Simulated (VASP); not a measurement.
# K (Fm-3m) in VASP: further runs

The runs below take K through single point, relaxation of cell and atoms, with PBE.

All numbers are computed with VASP 6.6.1; they aren't measurements. Logs are shortened: lines on timing, memory, paths and dates and some standing lists are left out, and cuts for length are marked.

## (1) The cell of the first run

Symmetry: Fm-3m, No. 225, cubic system. The conventional cell has a = 5.311 Å, b = 5.311 Å, c = 5.311 Å, α = 90.00°, β = 90.00°, γ = 90.00°. K (site symmetry m-3m) has 12 K at 3.76 Å within 4.9 Å.

This isn't the form of K at room conditions, which is bcc.

## (2) Single point, PBE (37.46 Å³/atom)

Input file INCAR:

```
SYSTEM = K
  PREC = Accurate
  ENCUT = 520
  EDIFF = 1E-6
  ISMEAR = -1
  SIGMA = 0.08
  LREAL = .FALSE.
  LASPH = .TRUE.
  NELM = 60
  ALGO = Normal
  ISIF = 2
  LWAVE = .FALSE.
  LCHARG = .FALSE.
  GGA = PE
  NBANDS = 10
```

Input file KPOINTS:

```
Automatic mesh
0
G
  13 13 13
  0 0 0
```

Input file POSCAR:

```
K
1.0
    0.0000000000      2.6557236204      2.6557236204
    2.6557236204      0.0000000000      2.6557236204
    2.6557236204      2.6557236204      0.0000000000
K
1
Direct
    0.0000000000      0.0000000000      0.0000000000
```

Potentials or basis: VASP PAW PBE potentials, release 64 (K_sv).

Run with:

```sh
$ cat potpaw_PBE.64/K_sv/POTCAR > POTCAR
$ mpirun -np 1 vasp_std > vasp.out
```

OUTCAR:

```text
SYSTEM = K
   PREC = Accurate
   ENCUT = 520
   EDIFF = 1E-6
   ISMEAR = -1
   LREAL = .FALSE.
   LASPH = .TRUE.
   NELM = 60
   ISIF = 2
   GGA = PE

 ion  position               nearest neighbor table
   1  0.000  0.000  0.000-

  LATTYP: Found a face centered cubic cell.
 ALAT       =     5.3114472408

  Lattice vectors:

 A1 = (   0.0000000000,   2.6557236204,   2.6557236204)
 A2 = (   2.6557236204,   0.0000000000,   2.6557236204)
 A3 = (   2.6557236204,   2.6557236204,   0.0000000000)

Analysis of symmetry for initial positions (statically):
=====================================================================
 Subroutine PRICEL returns:
 Original cell was already a primitive cell.

 Routine SETGRP: Setting up the symmetry group for a
 face centered cubic supercell.

 Subroutine GETGRP returns: Found 48 space group operations
 (whereof 48 operations were pure point group operations)
 out of a pool of 48 trial point group operations.

The static configuration has the point symmetry O_h .

Analysis of symmetry for dynamics (positions and initial velocities):
=====================================================================
 Subroutine PRICEL returns:
 Original cell was already a primitive cell.

 Routine SETGRP: Setting up the symmetry group for a
 face centered cubic supercell.

 Subroutine GETGRP returns: Found 48 space group operations
 (whereof 48 operations were pure point group operations)
 out of a pool of 48 trial point group operations.

The dynamic configuration has the point symmetry O_h .

 Subroutine INISYM returns: Found 48 space group operations
 (whereof 48 operations are pure point group operations),
 and found     1 'primitive' translations

----------------------------------------------------------------------------------------

                                     Primitive cell

  volume of cell :      37.4609

  direct lattice vectors                    reciprocal lattice vectors
     0.000000000  2.655723620  2.655723620    -0.188272603  0.188272603  0.188272603
     2.655723620  0.000000000  2.655723620     0.188272603 -0.188272603  0.188272603
     2.655723620  2.655723620  0.000000000     0.188272603  0.188272603 -0.188272603

  length of vectors
     3.755760362  3.755760362  3.755760362     0.326097715  0.326097715  0.326097715

  position of ions in fractional coordinates (direct lattice)
     0.000000000  0.000000000  0.000000000

  ion indices of the primitive-cell ions
   primitive index   ion index
                 1           1

----------------------------------------------------------------------------------------

 KPOINTS: Automatic mesh

Automatic generation of k-mesh.
 Grid dimensions read from file:
 generate k-points for:   13   13   13

 Generating k-lattice:

  Cartesian coordinates                     Fractional coordinates (reciprocal lattice)
    -0.014482508  0.014482508  0.014482508     0.076923077  0.000000000  0.000000000
     0.014482508 -0.014482508  0.014482508     0.000000000  0.076923077  0.000000000
     0.014482508  0.014482508 -0.014482508     0.000000000  0.000000000  0.076923077

  Length of vectors
     0.025084440  0.025084440  0.025084440

  Shift w.r.t. Gamma in fractional coordinates (k-lattice)
     0.000000000  0.000000000  0.000000000

 Subroutine IBZKPT returns following result:
 ===========================================

 Found     84 irreducible k-points:

 Following reciprocal coordinates:
            Coordinates               Weight
  0.000000  0.000000  0.000000      1.000000
  0.076923  0.000000  0.000000      8.000000
  0.153846  0.000000  0.000000      8.000000
  0.230769  0.000000  0.000000      8.000000
  0.307692  0.000000  0.000000      8.000000
  0.384615  0.000000  0.000000      8.000000
[... 16 lines left out ...]
  0.384615  0.153846  0.000000     24.000000
  0.461538  0.153846  0.000000     24.000000
 [... further k-points ...]
   k-points           NKPTS =     84   k-points in BZ     NKDIM =     84   number of bands    NBANDS=     10
   number of dos      NEDOS =    301   number of ions     NIONS =      1
   total plane-waves  NPLWV =  21952
   dimension x,y,z NGX =    28 NGY =   28 NGZ =   28
   dimension x,y,z NGXF=    56 NGYF=   56 NGZF=   56
   ions per type =               1
   NGX,Y,Z   is equivalent  to a cutoff of  12.39, 12.39, 12.39 a.u.
   NGXF,Y,Z  is equivalent  to a cutoff of  24.79, 24.79, 24.79 a.u.
 SYSTEM =  K
   PREC   = accura    normal or accurate (medium, high low for compatibility)
   ISTART =      0    job   : 0-new  1-cont  2-samecut
   ICHARG =      2    charge: 1-file 2-atom 10-const
   ISPIN  =      1    spin polarized calculation?
   LNONCOLLINEAR =      F non collinear calculations
   LSORBIT =      F    spin-orbit coupling
   LASPH  =      T    aspherical Exc in radial PAW
   ENCUT  =  520.0 eV  38.22 Ry    6.18 a.u.   6.98  6.98  6.98*2*pi/ulx,y,z
   NELM   =     60;   NELMIN=  2; NELMDL= -5     # of ELM steps
   EDIFF  = 0.1E-05   stopping-criterion for ELM
   LREAL  =      F    real-space projection
   EDIFFG = 0.1E-04   stopping-criterion for IOM
   NSW    =      0    number of steps for IOM
   IBRION =     -1    ionic relax: 0-MD 1-quasi-New 2-CG
   NFREE  =      0    steps in history (QN), initial steepest desc. (CG)
   ISIF   =      2    stress and relaxation
   ISYM   =      2    0-nonsym 1-usesym 2-fastsym
   POTIM  = 0.5000    time-step for ionic-motion
   TEBEG  =    0.0;   TEEND  =   0.0 temperature during run
   PSTRESS=    0.0 pullay stress
   NELECT =       9.0000    total number of electrons
   NUPDOWN=      -1.0000    fix difference up-down
   EMIN   =  10.00;   EMAX   =-10.00  energy-range for DOS
   EFERMI =   0.00;   METHOD = LEGACY
   ISMEAR =    -1;   SIGMA  =   0.08  broadening in eV -4-tet -1-fermi 0-gaus
   EFERMI_NEDOS =   21; number of points for ismear=-14 and -15
   IALGO  =     38    algorithm
   IMIX   =      4    mixing-type and parameters
     AMIX     =   0.40;   BMIX     =  1.00
     AMIX_MAG =   1.60;   BMIX_MAG =  1.00
  volume/ion in A,a.u.               =      37.46       252.80
  Fermi-wavevector in a.u.,A,eV,Ry     =   1.017723  1.923217 14.092363  1.035759
  Thomas-Fermi vector in A             =   2.151140
   LORBIT       =      0    0 simple, 1 ext, 2 COOP (PROOUT), +10 PAW based schemes
   GGA     = PE    functional components
   LHFCALC =     F    Hartree Fock is set to
   AEXX    =    0.0000 exact exchange contribution
   IVDW    =     0    specifies the selected vdW correction
   LEPSILON=     F    determine dielectric tensor
   LRPA    =     F    only Hartree local field effects (RPA)
 non-spin polarized calculation
  energy-cutoff  :      520.00
  volume of cell :       37.46
 maximum number of plane-waves:      1020
   NGX = 13   NGY = 13   NGZ = 13

 number of electron       9.0000001 magnetization

 Free energy of the ion-electron system (eV)
  ---------------------------------------------------
  ext. energy  EPLUGINS =         0.00000000
  ---------------------------------------------------
  free energy    TOTEN  =        -0.48796334 eV

  energy without entropy =       -0.47146713  energy(sigma->0) =       -0.47971523

 E-fermi :   2.1153     XC(G=0):  -7.5922

 val. band max:        2.1082688356   @ k =   0.4615   0.3077   0.0000
 cond. band min:       2.1427219861   @ k =  -0.3077   0.2308   0.0000
 fundamental gap:      0.0344531505
 Fermi energy:         2.1152683788

 k-point     1 :       0.0000    0.0000    0.0000
  band No.  band energies     occupation
      1     -30.0947      2.00000
      2     -13.3305      2.00000
      3     -13.3305      2.00000
      4     -13.3305      2.00000
      5      -1.1284      2.00000
      6       6.6274      0.00000
      7       6.6274      0.00000
      8       6.6274      0.00000
      9       8.5702      0.00000
     10       8.5702      0.00000

 k-point     2 :       0.0769    0.0000    0.0000
  band No.  band energies     occupation
      1     -30.0906      2.00000
      2     -13.3662      2.00000
      3     -13.3345      2.00000
      4     -13.3345      2.00000
      5      -0.9992      2.00000
      6       6.3954      0.00000
      7       6.6853      0.00000
      8       6.6853      0.00000
      9       8.4722      0.00000
     10       8.4722      0.00000

 k-point     3 :       0.1538    0.0000    0.0000
  band No.  band energies     occupation
      1     -30.0792      2.00000
      2     -13.4634      2.00000
      3     -13.3455      2.00000
      4     -13.3455      2.00000
      5      -0.6265      2.00000
      6       5.8471      0.00000
      7       6.8026      0.00000
      8       6.8026      0.00000
      9       8.3069      0.00000
     10       8.3069      0.00000

 k-point     4 :       0.2308    0.0000    0.0000
  band No.  band energies     occupation
      1     -30.0630      2.00000
      2     -13.5963      2.00000
      3     -13.3610      2.00000
      4     -13.3610      2.00000
      5      -0.0532      2.00000
      6       5.1955      0.00000
      7       6.8071      0.00000
      8       6.8071      0.00000
      9       8.3696      0.00000
     10       8.3696      0.00000
[... 222 lines left out ...]
 k-point    22 :       0.3077    0.1538    0.0000
  band No.  band energies     occupation
      1     -30.0466      2.00000
      2     -13.6569      2.00000
      3     -13.4121      2.00000
      4     -13.4101      2.00000
      5       0.5433      2.00000
      6       4.8242      0.00000
      7       6.1287      0.00000
      8       7.0747      0.00000
      9       7.8699      0.00000
     10       9.1975      0.00000

 k-point    23 :       0.3846    0.1538    0.0000
  band No.  band energies     occupation
      1     -30.0316      2.00000
      2     -13.7615      2.00000
      3     -13.4366      2.00000
      4     -13.4247      2.00000
      5       1.2484      1.99996
      6       4.2968      0.00000
      7       5.7852      0.00000
      8       6.9404      0.00000
      9       8.4940      0.00000
     10       9.6226      0.00000

 k-point    24 :       0.4615    0.1538    0.0000
  band No.  band energies     occupation
      1     -30.0203      2.00000
      2     -13.8361      2.00000
      3     -13.4637      2.00000
      4     -13.4286      2.00000
      5       1.9887      1.65906
      6       3.7263      0.00000
      7       5.6285      0.00000
      8       6.7803      0.00000
      9       9.1594      0.00000
     10       9.9347      0.00000

 [... further k-points ...]

------------------------ aborting loop because EDIFF is reached ----------------------------------------

  FORCE on cell =-STRESS in cart. coord.  units (eV):
  Direction    XX          YY          ZZ          XY          YZ          ZX
  --------------------------------------------------------------------------------------
  -------------------------------------------------------------------------------------
  Total        1.9624053      1.9624053      1.9624053     -0.0000000     -0.0000000      0.0000000
  in kB       83.9306667     83.9306667     83.9306667     -0.0000000     -0.0000000      0.0000000
  external PRESSURE =      83.9306667 kB  Pullay stress =       0.0000000 kB

 VOLUME and BASIS-vectors are now :
 -----------------------------------------------------------------------------
  energy-cutoff  :      520.00
  volume of cell :       37.46
      direct lattice vectors                 reciprocal lattice vectors
     0.000000000  2.655723620  2.655723620    -0.188272603  0.188272603  0.188272603
     2.655723620  0.000000000  2.655723620     0.188272603 -0.188272603  0.188272603
     2.655723620  2.655723620  0.000000000     0.188272603  0.188272603 -0.188272603

 POSITION                                       TOTAL-FORCE (eV/Angst)
 -----------------------------------------------------------------------------------
      0.00000      0.00000      0.00000         0.000000      0.000000     -0.000000
 -----------------------------------------------------------------------------------
    total drift:                               -0.000000     -0.000000     -0.000000

  FREE ENERGIE OF THE ION-ELECTRON SYSTEM (eV)
  ---------------------------------------------------
  free  energy   TOTEN  =        -0.4879633410 eV

  energy  without entropy=       -0.4714671284  energy(sigma->0) =       -0.47971523
```

Wall time 9.3 s (1 thread of Intel Xeon 6975P-C (Granite Rapids), shared host); peak memory 0.17 GiB.

Results:

```
Free energy            : -0.4880 eV
Pressure               : 8.4 GPa
Band gap on the k mesh : zero (an odd number of electrons rules out a gap without spin polarisation)
```

Levels at points of the mesh, in eV from the Fermi level:
```
           k point  band 1  band 2  band 3  band 4  band 5  band 6  band 7  band 8  band 9  band 10
(0.00, 0.00, 0.00)  -32.21  -15.45  -15.45  -15.45   -3.24    4.51    4.51    4.51    6.45     6.45
```

Caveat: the cell stands under pressure.

## (3) Single point, PBE

Input file INCAR:

```
PREC = Accurate
ENCUT = 520
EDIFF = 1E-6
ISMEAR = -1
SIGMA = 0.08
LREAL = False
LASPH = True
NELM = 100
ALGO = Normal
ISIF = 2
LWAVE = False
LCHARG = True
GGA = PE
LELF = True
LVHAR = True
NBANDS = 10
```

Input file KPOINTS:

```
Automatic mesh
0
Gamma
  13 13 13
```

POSCAR is that of step 2.

Potentials or basis: VASP PAW PBE potentials, release 64 (K_sv).

Run with:

```sh
$ cat potpaw_PBE.64/K_sv/POTCAR > POTCAR
$ mpirun -np 1 vasp_std > vasp.out
```

It took 9.7 s on 1 thread of Intel Xeon 6975P-C (Granite Rapids), shared host; peak memory 0.17 GiB.

Results (log left out):

| Property | Result |
| --- | --- |
| Free energy | -0.4880 eV |
| Pressure | 8.4 GPa |
| Band gap on the k mesh | zero (an odd number of electrons rules out a gap without spin polarisation) |

Levels at points of the mesh, in eV from the Fermi level:
```csv
k point,band 3,band 4,band 5,band 6,band 7,band 8
"(0.00, 0.00, 0.00)",-15.45,-15.45,-3.24,4.51,4.51,4.51
```

Caveat: the cell stands under pressure.

## (4) Single point, PBE

This run uses another cell than the first one, of 73.74 Å³/atom.

Input file INCAR:

```
SYSTEM = K
ALGO = Normal
EDIFF = 1E-6
ENCUT = 520
GGA = PE
ISIF = 2
ISMEAR = -1
LASPH = .True.
LCHARG = .False.
LREAL = .False.
LWAVE = .False.
NBANDS = 10
NELM = 60
PREC = Accurate
SIGMA = 0.08
```

Input file KPOINTS:

```
k-points
0
Gamma
  10 10 10
  0 0 0
```

Input file POSCAR:

```
K
1.0
    0.0000000000      3.3283447602      3.3283447602
    3.3283447602      0.0000000000      3.3283447602
    3.3283447602      3.3283447602      0.0000000000
K
1
Direct
    0.0000000000      0.0000000000      0.0000000000
```

Run with:

```sh
$ cat potpaw_PBE.64/K_sv/POTCAR > POTCAR
$ mpirun -np 1 vasp_std > vasp.out
```

Wall time 9.6 s (1 thread of Intel Xeon 6975P-C (Granite Rapids), shared host); peak memory 0.2 GiB.

The run converged. Its results:

| Item | Value |
| --- | --- |
| Free energy | -1.0561 eV |
| Pressure | 0.0 GPa |
| Band gap on the k mesh | zero (an odd number of electrons rules out a gap without spin polarisation) |

Levels at points of the mesh, in eV from the Fermi level:
| k point | band 2 | band 3 | band 4 | band 5 | band 6 | band 7 | band 8 | band 9 |
| --- | --- | --- | --- | --- | --- | --- | --- | --- |
| (0.00, 0.00, 0.00) | -15.56 | -15.56 | -15.56 | -2.14 | 4.22 | 4.22 | 4.22 | 5.47 |
| (0.50, 0.00, 0.00) | -15.63 | -15.57 | -15.57 | 0.34 | 0.57 | 4.01 | 4.01 | 6.15 |
| (0.50, 0.50, 0.00) | -15.63 | -15.59 | -15.59 | 0.93 | 1.39 | 2.35 | 4.93 | 4.93 |

## (5) Relaxation of cell and atoms, PBE, target pressure 8.4 GPa, at which the enthalpy is minimised

Input file INCAR:

```
SYSTEM = K
PREC = Accurate ; ENCUT = 600
EDIFF = 1E-6 ; ISMEAR = -1
SIGMA = 0.08 ; LREAL = .False.
LASPH = .True. ; NELM = 60
ALGO = Normal ; ISIF = 3
LWAVE = .False. ; LCHARG = .False.
GGA = PE ; IBRION = 2
NSW = 60 ; EDIFFG = -0.005
PSTRESS = 84.0
```

Input file KPOINTS:

```
regular mesh
0
Gamma
  13 13 13
  0 0 0
```

Input file POSCAR:

```
K
1.0
    0.0000000000      2.6557236204      2.6557236204
    2.6557236204      0.0000000000      2.6557236204
    2.6557236204      2.6557236204      0.0000000000
K
1
Direct
    0.0000000000      0.0000000000      0.0000000000
```

Run with:

```sh
$ cat potpaw_PBE.64/K_sv/POTCAR > POTCAR
$ mpirun -np 1 vasp_std > vasp.out
```

Run time: 14 s. Hardware: 1 thread of Intel Xeon 6975P-C (Granite Rapids), shared host; peak memory 0.18 GiB.

It converged, with:

- Free energy: -0.4897 eV
- Relaxed volume: 37.49 Å³/atom
- Relaxed cell: a = 3.757 Å, b = 3.757 Å, c = 3.757 Å, α = 60.00°, β = 60.00°, γ = 60.00°
- Space group after relaxing (to 0.1 Å): Fm-3m (No. 225)
- Energy change on relaxing (the run minimises the enthalpy): -1.6 meV/atom
- Ionic steps: 2
- Pressure after relaxing: 8.4 GPa
- Band gap on the k mesh: zero (an odd number of electrons rules out a gap without spin polarisation)

The path:
| step | energy change (eV) | largest force (eV/Å) | pressure (GPa) | volume (Å³) |
| --- | --- | --- | --- | --- |
| 1 | 0.0000 | 0.0000 | 8.42 | 37.46 |
| 2 | -0.0016 | 0.0000 | 8.42 | 37.49 |

Final structure:
```cif
data_structure
_symmetry_space_group_name_H-M 'P 1'
_symmetry_Int_Tables_number 1
_cell_length_a 3.7568
_cell_length_b 3.7568
_cell_length_c 3.7568
_cell_angle_alpha 60.000
_cell_angle_beta 60.000
_cell_angle_gamma 60.000
_cell_volume 37.49
loop_
_atom_site_label
_atom_site_type_symbol
_atom_site_fract_x
_atom_site_fract_y
_atom_site_fract_z
_atom_site_occupancy
K1 K 0.00000 0.00000 0.00000 1
```

Levels at points of the mesh, in eV from the Fermi level:
| k point | band 1 | band 2 | band 3 | band 4 | band 5 | band 6 | band 7 | band 8 |
| --- | --- | --- | --- | --- | --- | --- | --- | --- |
| (0.00, 0.00, 0.00) | -32.21 | -15.45 | -15.45 | -15.45 | -3.24 | 4.51 | 4.51 | 4.51 |

Caveat: the cell is relaxed towards a set pressure, so the run minimises the enthalpy, not the energy.

(Continued in part 2 of 2.)
